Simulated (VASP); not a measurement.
SiC: electric field gradients with PBE

Crystal: SiC.

```
Si C
1.0
     0.00000    2.17400    2.17400
     2.17400    0.00000    2.17400
     2.17400    2.17400    0.00000
Si C
1 1
Direct
  0.00000 0.00000 0.00000
  0.75000 0.75000 0.75000
```

```yaml
Program: VASP 6.6.1
Task: electric field gradients
Functional: PBE
Potentials_or_basis: VASP PAW PBE potentials, release 64 (Si, C)
Cutoff: 520 eV
k_mesh: 22 × 22 × 22
Occupations: fermi-dirac, width 0.05 eV
Spin: no spin polarisation
Dipole_correction: no
Further_INCAR_settings: ALGO = Normal; EDIFF = 1e-08; NBANDS = 11
```

| Property | Result |
| --- | --- |
| Pressure | 4.8 GPa |
| Band gap on the k mesh | 1.35 eV (least direct gap 4.55 eV) |
| Largest electric field gradient by atom | zero within the noise of the run |

Levels at points of the mesh, in eV from the valence-band top:
```
           k point  band 2  band 3  band 4  band 5  band 6  band 7
(0.00, 0.00, 0.00)    0.00    0.00    0.00    6.31    7.36    7.36
(0.50, 0.00, 0.00)   -8.57   -1.05   -1.05    5.50    7.26    7.26
(0.50, 0.50, 0.00)   -7.82   -3.20   -3.20    1.35    4.35   14.12
```

It took 38 s on 1 thread of AMD EPYC 9R45 96-Core Processor (Zen 5), with other jobs on the host, peak memory 0.16 GiB.

Caveat: the cell stands under pressure. A k mesh can miss the band edges.
